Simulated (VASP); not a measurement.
Wanted: the native input for a VASP 6.6.1 run.

- Task: single point
- Functional: PBE
- Potentials or basis: VASP PAW PBE potentials, release 64 (Sn_d, Se)
- Cutoff: 520 eV
- k mesh: 10 × 10 × 10
- Occupations: gaussian, width 0.05 eV
- Spin: no spin polarisation
- Dipole correction: no
- Further INCAR settings: ALGO = Normal; EDIFF = 1e-07; NBANDS = 17

The structure of SnSe lies in POSCAR:

```
SnSe
1.0
    0.0000000000      3.0506053209      3.0506053209
    3.0506053209      0.0000000000      3.0506053209
    3.0506053209      3.0506053209      0.0000000000
Sn Se
1 1
Direct
    0.0000000000      0.0000000000      0.0000000000
    0.5000000000      0.5000000000      0.5000000000
```

This cell differs from its parent crystal: volume scaled by 1.020.

The input as run:

INCAR

```
SYSTEM = SnSe
PREC     = Accurate       ! precision mode
ENCUT    = 520            ! plane-wave cutoff, eV
EDIFF    = 1E-7           ! SCF threshold, eV
ISMEAR   = 0              ! smearing method
SIGMA    = 0.05           ! smearing width, eV
LREAL    = .False.        ! projectors in reciprocal space
LASPH    = .True.         ! aspherical terms in the spheres
NELM     = 60             ! most SCF steps
ALGO     = Normal         ! electronic algorithm
ISIF     = 2              ! what is computed and relaxed
LWAVE    = .False.        ! write WAVECAR
LCHARG   = .True.         ! write CHGCAR
GGA      = PE             ! functional
LELF     = .True.         ! ELF
LVHAR    = .True.       
NBANDS   = 17             ! bands
```

KPOINTS

```
Automatic mesh
0
Gamma
  10 10 10
  0 0 0
```

Potentials or basis: VASP PAW PBE potentials, release 64 (Sn_d, Se).

Command:

```bash
$ cat potpaw_PBE.64/Sn_d/POTCAR potpaw_PBE.64/Se/POTCAR > POTCAR
$ mpirun -np 1 vasp_std > vasp.out
```

It gave:

| Property | Result |
| --- | --- |
| Pressure | -0.9 GPa |
| Band gap on the k mesh | 0.41 eV, direct |

Caveat: spin-orbit coupling is left out, which moves the levels of the heavy elements.

It took 28 s on 1 thread of AMD EPYC 9R14 (Zen 4), with other jobs on the host, peak memory 0.17 GiB.
